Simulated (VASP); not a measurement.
# ReP2 (P4/mmm) in VASP: notebook

ReP2 is run at these levels: PBE; tasks: single point, relaxation of cell and atoms.

Program: VASP 6.6.1. These are calculated values, not measurements. Logs are shortened: lines on timing, memory, paths and dates and some standing lists are left out, and cuts for length are marked.

### 1 The cell of the first run

It takes space group P4/mmm (No. 123, tetragonal). Conventional cell: a = 3.997 Å, b = 3.997 Å, c = 2.998 Å, α = 90.00°, β = 90.00°, γ = 90.00°. Re (site symmetry 4/mmm) has 8 P at 2.50 Å and 2 Re at 3.00 Å within 3.3 Å. P (site symmetry mmm) has 4 Re at 2.50 Å and 6 P at 2.83 to 3.00 Å within 3.3 Å.

The cell was built from a structure type or drawn by symmetry, and may not be a known phase.

### 2 Single point, PBE

The input, INCAR:

```
SYSTEM = ReP2
ALGO = Normal
EDIFF = 1E-6
ENCUT = 520
GGA = PE
ISIF = 2
ISMEAR = 0
LASPH = .True.
LCHARG = .True.
LELF = .True.
LREAL = .False.
LVHAR = .True.
LWAVE = .False.
NBANDS = 16
NELM = 60
PREC = Accurate
SIGMA = 0.1
```

The input, KPOINTS:

```
k-points
0
Gamma
  12 12 16
  0 0 0
```

The input, POSCAR:

```
ReP2
1.0
    3.9966421111      0.0000000000      0.0000000000
    0.0000000000      3.9966421111      0.0000000000
    0.0000000000      0.0000000000      2.9983558220
Re P
1 2
Direct
    0.0000000000      0.0000000000      0.0000000000
    0.0000000000      0.5000000000      0.5000000000
    0.5000000000      0.0000000000      0.5000000000
```

Potentials or basis: VASP PAW PBE potentials, release 64 (Re, P).

Command:

```bash
> cat potpaw_PBE.64/Re/POTCAR potpaw_PBE.64/P/POTCAR > POTCAR
> mpirun -np 1 vasp_std > vasp.out
```

OUTCAR:

```text
SYSTEM = ReP2
   EDIFF = 1E-6
   ENCUT = 520
   GGA = PE
   ISIF = 2
   ISMEAR = 0
   LASPH = .True.
   LREAL = .False.
   NELM = 60
   PREC = Accurate

 ion  position               nearest neighbor table
   1  0.000  0.000  0.000-   2 2.50   3 2.50   2 2.50   3 2.50   2 2.50   2 2.50   3 2.50   3 2.50

   2  0.000  0.500  0.500-   1 2.50   1 2.50   1 2.50   1 2.50   3 2.83   3 2.83   3 2.83   3 2.83

   3  0.500  0.000  0.500-   1 2.50   1 2.50   1 2.50   1 2.50   2 2.83   2 2.83   2 2.83   2 2.83

  LATTYP: Found a simple tetragonal cell.
 ALAT       =     3.9966421111
 C/A-ratio  =     0.7502187433

  Lattice vectors:

 A1 = (   3.9966421111,   0.0000000000,   0.0000000000)
 A2 = (   0.0000000000,   3.9966421111,   0.0000000000)
 A3 = (   0.0000000000,   0.0000000000,   2.9983558220)

Analysis of symmetry for initial positions (statically):
=====================================================================
 Subroutine PRICEL returns:
 Original cell was already a primitive cell.

 Routine SETGRP: Setting up the symmetry group for a
 simple tetragonal supercell.

 Subroutine GETGRP returns: Found 16 space group operations
 (whereof 16 operations were pure point group operations)
 out of a pool of 16 trial point group operations.

The static configuration has the point symmetry D_4h.

Analysis of symmetry for dynamics (positions and initial velocities):
=====================================================================
 Subroutine PRICEL returns:
 Original cell was already a primitive cell.

 Routine SETGRP: Setting up the symmetry group for a
 simple tetragonal supercell.

 Subroutine GETGRP returns: Found 16 space group operations
 (whereof 16 operations were pure point group operations)
 out of a pool of 16 trial point group operations.

The dynamic configuration has the point symmetry D_4h.

 Subroutine INISYM returns: Found 16 space group operations
 (whereof 16 operations are pure point group operations),
 and found     1 'primitive' translations

----------------------------------------------------------------------------------------

                                     Primitive cell

  volume of cell :      47.8932

[... 87 lines left out ...]
   LASPH  =      T    aspherical Exc in radial PAW
   ENCUT  =  520.0 eV  38.22 Ry    6.18 a.u.   7.43  7.43  5.57*2*pi/ulx,y,z
   NELM   =     60;   NELMIN=  2; NELMDL= -5     # of ELM steps
   EDIFF  = 0.1E-05   stopping-criterion for ELM
   LREAL  =      F    real-space projection
   EDIFFG = 0.1E-04   stopping-criterion for IOM
   NSW    =      0    number of steps for IOM
   IBRION =     -1    ionic relax: 0-MD 1-quasi-New 2-CG
   NFREE  =      0    steps in history (QN), initial steepest desc. (CG)
   ISIF   =      2    stress and relaxation
   ISYM   =      2    0-nonsym 1-usesym 2-fastsym
   POTIM  = 0.5000    time-step for ionic-motion
   TEBEG  =    0.0;   TEEND  =   0.0 temperature during run
   PSTRESS=    0.0 pullay stress
   NELECT =      17.0000    total number of electrons
   NUPDOWN=      -1.0000    fix difference up-down
   EMIN   =  10.00;   EMAX   =-10.00  energy-range for DOS
   EFERMI =   0.00;   METHOD = LEGACY
   ISMEAR =     0;   SIGMA  =   0.10  broadening in eV -4-tet -1-fermi 0-gaus
   EFERMI_NEDOS =   21; number of points for ismear=-14 and -15
   IALGO  =     38    algorithm
   IMIX   =      4    mixing-type and parameters
     AMIX     =   0.40;   BMIX     =  1.00
     AMIX_MAG =   1.60;   BMIX_MAG =  1.00
  volume/ion in A,a.u.               =      15.96       107.73
  Fermi-wavevector in a.u.,A,eV,Ry     =   1.159133  2.190444 18.280640  1.343589
  Thomas-Fermi vector in A             =   2.295728
   LORBIT       =      0    0 simple, 1 ext, 2 COOP (PROOUT), +10 PAW based schemes
   GGA     = PE    functional components
   LHFCALC =     F    Hartree Fock is set to
   AEXX    =    0.0000 exact exchange contribution
   IVDW    =     0    specifies the selected vdW correction
   LEPSILON=     F    determine dielectric tensor
   LRPA    =     F    only Hartree local field effects (RPA)
 non-spin polarized calculation
 Gauss-broadening in eV      SIGMA  =   0.10
  energy-cutoff  :      520.00
  volume of cell :       47.89
 maximum number of plane-waves:      1315
 NGX is ok and might be reduce to    30

 number of electron      16.9999996 magnetization

 Free energy of the ion-electron system (eV)
  ---------------------------------------------------
  ext. energy  EPLUGINS =         0.00000000
  ---------------------------------------------------
  free energy    TOTEN  =       -21.81376341 eV

  energy without entropy =      -21.80219014  energy(sigma->0) =      -21.80797678

 E-fermi :   8.0274     XC(G=0): -11.5210

 val. band max:        8.0258173119   @ k =   0.1667   0.0833   0.3125
 cond. band min:       8.0552322560   @ k =   0.2500   0.0833   0.0000
 fundamental gap:      0.0294149441
 Fermi energy:         8.0273933978

 k-point     1 :       0.0000    0.0000    0.0000
  band No.  band energies     occupation
      1      -6.6723      2.00000
      2      -2.1490      2.00000
      3       3.1932      2.00000
      4       3.1932      2.00000
      5       3.2461      2.00000
      6       6.1553      2.00000
[... 433 lines left out ...]
      3      -0.3653      2.00000
      4       1.4248      2.00000
      5       4.8569      2.00000
      6       5.4157      2.00000
[... 8 lines left out ...]
     15      15.4867      0.00000
     16      16.8084      0.00000

 [... further k-points ...]

------------------------ aborting loop because EDIFF is reached ----------------------------------------

  FORCE on cell =-STRESS in cart. coord.  units (eV):
  Direction    XX          YY          ZZ          XY          YZ          ZX
  --------------------------------------------------------------------------------------
  -------------------------------------------------------------------------------------
  Total        0.1839297      0.1839297      0.2228775      0.0000000      0.0000000      0.0000000
  in kB        6.1530271      6.1530271      7.4559531      0.0000000      0.0000000      0.0000000
  external PRESSURE =       6.5873357 kB  Pullay stress =       0.0000000 kB

 VOLUME and BASIS-vectors are now :
 -----------------------------------------------------------------------------
  energy-cutoff  :      520.00
  volume of cell :       47.89
      direct lattice vectors                 reciprocal lattice vectors
     3.996642111  0.000000000  0.000000000     0.250210044  0.000000000  0.000000000
     0.000000000  3.996642111  0.000000000     0.000000000  0.250210044  0.000000000
     0.000000000  0.000000000  2.998355822     0.000000000  0.000000000  0.333516120

 POSITION                                       TOTAL-FORCE (eV/Angst)
 -----------------------------------------------------------------------------------
      0.00000      0.00000      0.00000         0.000000      0.000000      0.000000
      0.00000      1.99832      1.49918         0.000000      0.000000      0.000000
      1.99832      0.00000      1.49918         0.000000      0.000000      0.000000
 -----------------------------------------------------------------------------------
    total drift:                               -0.000000      0.000000      0.000000

  FREE ENERGIE OF THE ION-ELECTRON SYSTEM (eV)
  ---------------------------------------------------
  free  energy   TOTEN  =       -21.8137634069 eV

  energy  without entropy=      -21.8021901448  energy(sigma->0) =      -21.80797678
```

It took 82 s on 1 thread of Intel Xeon 6975P-C (Granite Rapids), shared host; peak memory 0.3 GiB.

What came out:

```yaml
Free_energy: -21.8138 eV
Pressure: 0.7 GPa
Band_gap_on_the_k_mesh: zero (an odd number of electrons rules out a gap without spin polarisation)
```

Caveat: spin-orbit coupling is left out, which moves the levels of the heavy elements.

### 3 Relaxation of cell and atoms, PBE

This run uses another cell than the first one, of the same volume but with other edges.

The input, INCAR:

```
SYSTEM = ReP2
PREC = Accurate
ENCUT = 600
EDIFF = 1E-6
ISMEAR = 0
SIGMA = 0.1
LREAL = .FALSE.
LASPH = .TRUE.
NELM = 60
ALGO = Normal
ISIF = 3
LWAVE = .FALSE.
LCHARG = .FALSE.
GGA = PE
IBRION = 2
NSW = 100
EDIFFG = -0.01
```

The input, KPOINTS:

```
Automatic mesh
0
G
  12 12 16
  0 0 0
```

The input, POSCAR:

```
ReP2
1.0
    3.9559191437      0.0000000000      0.0000000000
    0.0000000000      3.9559191437      0.0000000000
    0.0000000000      0.0000000000      3.0599356274
Re P
1 2
Direct
    0.0000000000      0.0000000000      0.0000000000
    0.0000000000      0.5000000000      0.5000000000
    0.5000000000      0.0000000000      0.5000000000
```

Potentials or basis: VASP PAW PBE potentials, release 64 (Re, P).

Command:

```bash
> cat potpaw_PBE.64/Re/POTCAR potpaw_PBE.64/P/POTCAR > POTCAR
> mpirun -np 1 vasp_std > vasp.out
```

OUTCAR:

```text
SYSTEM = ReP2
   PREC = Accurate
   ENCUT = 600
   EDIFF = 1E-6
   ISMEAR = 0
   LREAL = .FALSE.
   LASPH = .TRUE.
   NELM = 60
   ISIF = 3
   GGA = PE
   IBRION = 2
   NSW = 100
   EDIFFG = -0.01

 ion  position               nearest neighbor table
   1  0.000  0.000  0.000-   2 2.50   3 2.50   2 2.50   3 2.50   2 2.50   2 2.50   3 2.50   3 2.50

   2  0.000  0.500  0.500-   1 2.50   1 2.50   1 2.50   1 2.50   3 2.80   3 2.80   3 2.80   3 2.80

   3  0.500  0.000  0.500-   1 2.50   1 2.50   1 2.50   1 2.50   2 2.80   2 2.80   2 2.80   2 2.80

  LATTYP: Found a simple tetragonal cell.
 ALAT       =     3.9559191437
 C/A-ratio  =     0.7735081321

  Lattice vectors:

 A1 = (   3.9559191437,   0.0000000000,   0.0000000000)
 A2 = (   0.0000000000,   3.9559191437,   0.0000000000)
 A3 = (   0.0000000000,   0.0000000000,   3.0599356274)

Analysis of symmetry for initial positions (statically):
=====================================================================
 Subroutine PRICEL returns:
 Original cell was already a primitive cell.

 Routine SETGRP: Setting up the symmetry group for a
 simple tetragonal supercell.

 Subroutine GETGRP returns: Found 16 space group operations
 (whereof 16 operations were pure point group operations)
 out of a pool of 16 trial point group operations.

The static configuration has the point symmetry D_4h.

Analysis of symmetry for dynamics (positions and initial velocities):
=====================================================================
 Subroutine PRICEL returns:
 Original cell was already a primitive cell.

 Routine SETGRP: Setting up the symmetry group for a
 simple tetragonal supercell.

 Subroutine GETGRP returns: Found 16 space group operations
 (whereof 16 operations were pure point group operations)
 out of a pool of 16 trial point group operations.

The dynamic configuration has the point symmetry D_4h.

 Subroutine INISYM returns: Found 16 space group operations
 (whereof 16 operations are pure point group operations),
 and found     1 'primitive' translations

----------------------------------------------------------------------------------------

                                     Primitive cell

  volume of cell :      47.8858

  direct lattice vectors                    reciprocal lattice vectors
     3.955919144  0.000000000  0.000000000     0.252785753  0.000000000  0.000000000
     0.000000000  3.955919144  0.000000000     0.000000000  0.252785753  0.000000000
     0.000000000  0.000000000  3.059935627     0.000000000  0.000000000  0.326804261

  length of vectors
     3.955919144  3.955919144  3.059935627     0.252785753  0.252785753  0.326804261

  position of ions in fractional coordinates (direct lattice)
     0.000000000  0.000000000  0.000000000
     0.000000000  0.500000000  0.500000000
     0.500000000  0.000000000  0.500000000

  ion indices of the primitive-cell ions
   primitive index   ion index
                 1           1
                 2           2
                 3           3

----------------------------------------------------------------------------------------

 KPOINTS: Automatic mesh

Automatic generation of k-mesh.
[... 58 lines left out ...]
   ISTART =      0    job   : 0-new  1-cont  2-samecut
   ICHARG =      2    charge: 1-file 2-atom 10-const
   ISPIN  =      1    spin polarized calculation?
   LNONCOLLINEAR =      F non collinear calculations
   LSORBIT =      F    spin-orbit coupling
   LASPH  =      T    aspherical Exc in radial PAW
   ENCUT  =  600.0 eV  44.10 Ry    6.64 a.u.   7.90  7.90  6.11*2*pi/ulx,y,z
   NELM   =     60;   NELMIN=  2; NELMDL= -5     # of ELM steps
   EDIFF  = 0.1E-05   stopping-criterion for ELM
   LREAL  =      F    real-space projection
   EDIFFG = -.1E-01   stopping-criterion for IOM
   NSW    =    100    number of steps for IOM
   IBRION =      2    ionic relax: 0-MD 1-quasi-New 2-CG
   NFREE  =      1    steps in history (QN), initial steepest desc. (CG)
   ISIF   =      3    stress and relaxation
   ISYM   =      2    0-nonsym 1-usesym 2-fastsym
   POTIM  = 0.5000    time-step for ionic-motion
   TEBEG  =    0.0;   TEEND  =   0.0 temperature during run
   PSTRESS=    0.0 pullay stress
   NELECT =      17.0000    total number of electrons
   NUPDOWN=      -1.0000    fix difference up-down
   EMIN   =  10.00;   EMAX   =-10.00  energy-range for DOS
   EFERMI =   0.00;   METHOD = LEGACY
   ISMEAR =     0;   SIGMA  =   0.10  broadening in eV -4-tet -1-fermi 0-gaus
   EFERMI_NEDOS =   21; number of points for ismear=-14 and -15
   IALGO  =     38    algorithm
   IMIX   =      4    mixing-type and parameters
     AMIX     =   0.40;   BMIX     =  1.00
     AMIX_MAG =   1.60;   BMIX_MAG =  1.00
  volume/ion in A,a.u.               =      15.96       107.72
  Fermi-wavevector in a.u.,A,eV,Ry     =   1.159192  2.190556 18.282509  1.343726
  Thomas-Fermi vector in A             =   2.295787
   LORBIT       =      0    0 simple, 1 ext, 2 COOP (PROOUT), +10 PAW based schemes
   GGA     = PE    functional components
   LHFCALC =     F    Hartree Fock is set to
   AEXX    =    0.0000 exact exchange contribution
   IVDW    =     0    specifies the selected vdW correction
   LEPSILON=     F    determine dielectric tensor
   LRPA    =     F    only Hartree local field effects (RPA)
 conjugate gradient relaxation of ions
 non-spin polarized calculation
 Gauss-broadening in eV      SIGMA  =   0.10
  energy-cutoff  :      600.00
  volume of cell :       47.89
 maximum number of plane-waves:      1628
 NGX is ok and might be reduce to    32

--------------------------------------- Ionic step        1  -------------------------------------------

 number of electron      17.0000001 magnetization

 Free energy of the ion-electron system (eV)
  ---------------------------------------------------
  ext. energy  EPLUGINS =         0.00000000
  ---------------------------------------------------
  free energy    TOTEN  =       -21.80085828 eV

  energy without entropy =      -21.78751923  energy(sigma->0) =      -21.79418875

------------------------ aborting loop because EDIFF is reached ----------------------------------------

  FORCE on cell =-STRESS in cart. coord.  units (eV):
  Direction    XX          YY          ZZ          XY          YZ          ZX
  --------------------------------------------------------------------------------------
  -------------------------------------------------------------------------------------
  Total        0.4284230      0.4284230     -0.8965612      0.0000000     -0.0000000      0.0000000
  in kB       14.3342922     14.3342922    -29.9973853      0.0000000     -0.0000000      0.0000000
  external PRESSURE =      -0.4429336 kB  Pullay stress =       0.0000000 kB
[... 172 lines left out ...]
--------------------------------------- Ionic step        6  -------------------------------------------

 number of electron      16.9999998 magnetization

 Free energy of the ion-electron system (eV)
  ---------------------------------------------------
  ext. energy  EPLUGINS =         0.00000000
  ---------------------------------------------------
  free energy    TOTEN  =       -21.81523134 eV

  energy without entropy =      -21.80366854  energy(sigma->0) =      -21.80944994

 E-fermi :   7.9777     XC(G=0): -11.5023

 val. band max:        7.9776750920   @ k =   0.1667   0.0833   0.3125
 cond. band min:       7.9791834051   @ k =   0.4167   0.4167   0.2500
 fundamental gap:      0.0015083131
 Fermi energy:         7.9777099096

 k-point     1 :       0.0000    0.0000    0.0000
  band No.  band energies     occupation
      1      -6.6876      2.00000
      2      -2.1834      2.00000
      3       3.1597      2.00000
      4       3.1597      2.00000
      5       3.2235      2.00000
      6       6.1188      2.00000
      7       6.8746      2.00000
      8       6.8746      2.00000
      9       8.2842      0.00001
     10       9.6665      0.00000
     11       9.6665      0.00000
     12      10.1649      0.00000
[... 331 lines left out ...]
 k-point    24 :       0.4167    0.3333    0.0000
  band No.  band energies     occupation
      1      -4.3531      2.00000
      2      -3.3195      2.00000
      3      -0.3899      2.00000
      4       1.4043      2.00000
      5       4.8186      2.00000
      6       5.3789      2.00000
      7       5.6029      2.00000
      8       5.9051      2.00000
      9       9.1611      0.00000
     10      10.6273      0.00000
     11      12.5587      0.00000
     12      13.8564      0.00000

 [... further k-points ...]

------------------------ aborting loop because EDIFF is reached ----------------------------------------

  FORCE on cell =-STRESS in cart. coord.  units (eV):
  Direction    XX          YY          ZZ          XY          YZ          ZX
  --------------------------------------------------------------------------------------
  -------------------------------------------------------------------------------------
  Total        0.0013462      0.0013462      0.0117654      0.0000000     -0.0000000     -0.0000000
  in kB        0.0448585      0.0448585      0.3920499      0.0000000     -0.0000000     -0.0000000
  external PRESSURE =       0.1605889 kB  Pullay stress =       0.0000000 kB
[... 18 lines left out ...]
  FREE ENERGIE OF THE ION-ELECTRON SYSTEM (eV)
  ---------------------------------------------------
  free  energy   TOTEN  =       -21.8152313354 eV

  energy  without entropy=      -21.8036685401  energy(sigma->0) =      -21.80944994

 reached required accuracy - stopping structural energy minimisation
```

OSZICAR:

```text
N       E                     dE             d eps       ncg     rms          rms(c)
DAV:   1     0.600266689359E+02    0.60027E+02   -0.81760E+03 10080   0.152E+03
DAV:   2    -0.181604964251E+02   -0.78187E+02   -0.73345E+02 10180   0.273E+02
[... 47 lines left out ...]
DAV:   1    -0.218186206996E+02   -0.51901E-02   -0.18508E-01  9100   0.212E+01    0.115E+00
DAV:   2    -0.218161543857E+02    0.24663E-02   -0.14125E-02 11348   0.364E+00    0.193E-01
DAV:   3    -0.218154519472E+02    0.70244E-03   -0.32402E-03 11592   0.132E+00    0.245E-01
DAV:   4    -0.218152244832E+02    0.22746E-03   -0.79675E-04 10552   0.755E-01    0.508E-02
DAV:   5    -0.218152297784E+02   -0.52952E-05   -0.22298E-05  9904   0.419E-02    0.187E-02
DAV:   6    -0.218152308814E+02   -0.11031E-05   -0.70416E-06  7812   0.194E-02    0.529E-03
DAV:   7    -0.218152313354E+02   -0.45392E-06   -0.26506E-07  3564   0.153E-02
   6 F= -.21815231E+02 E0= -.21809450E+02  d E =-.701177E-03
```

Wall time 3.2 min (1 thread of Intel Xeon 6975P-C (Granite Rapids), shared host); peak memory 0.33 GiB.

What came out:

```yaml
Free_energy: -21.8152 eV
Relaxed_volume: 16.03 Å³/atom
Relaxed_cell: a = 4.002 Å, b = 4.002 Å, c = 3.002 Å, α = 90.00°, β = 90.00°, γ = 90.00°
Space_group_after_relaxing_to_0.1_Å: P4/mmm (No. 123)
Energy_gained_by_relaxing: 4.8 meV/atom
Ionic_steps: 6
Pressure_after_relaxing: 0.0 GPa
Band_gap_on_the_k_mesh: zero (an odd number of electrons rules out a gap without spin polarisation)
```

The path:
| step | energy change (eV) | largest force (eV/Å) | pressure (GPa) | volume (Å³) |
| --- | --- | --- | --- | --- |
| 1 | 0.0000 | 0.0000 | -0.04 | 47.89 |
| 2 | -0.0127 | 0.0000 | 0.64 | 47.85 |
| 3 | -0.0137 | 0.0000 | 0.85 | 47.83 |
| 4 | -0.0137 | 0.0000 | 0.90 | 47.83 |
| 5 | -0.0126 | 0.0000 | -1.35 | 48.49 |
| 6 | -0.0144 | 0.0000 | 0.02 | 48.08 |

Final structure:
```xyz
3
Lattice="4.0022 0.0000 0.0000 0.0000 4.0022 0.0000 0.0000 0.0000 3.0018" Properties=species:S:1:pos:R:3 pbc="T T T"
Re    0.0000    0.0000    0.0000
P     0.0000    2.0011    1.5009
P     2.0011    0.0000    1.5009
```

Caveat: spin-orbit coupling is left out, which moves the levels of the heavy elements.
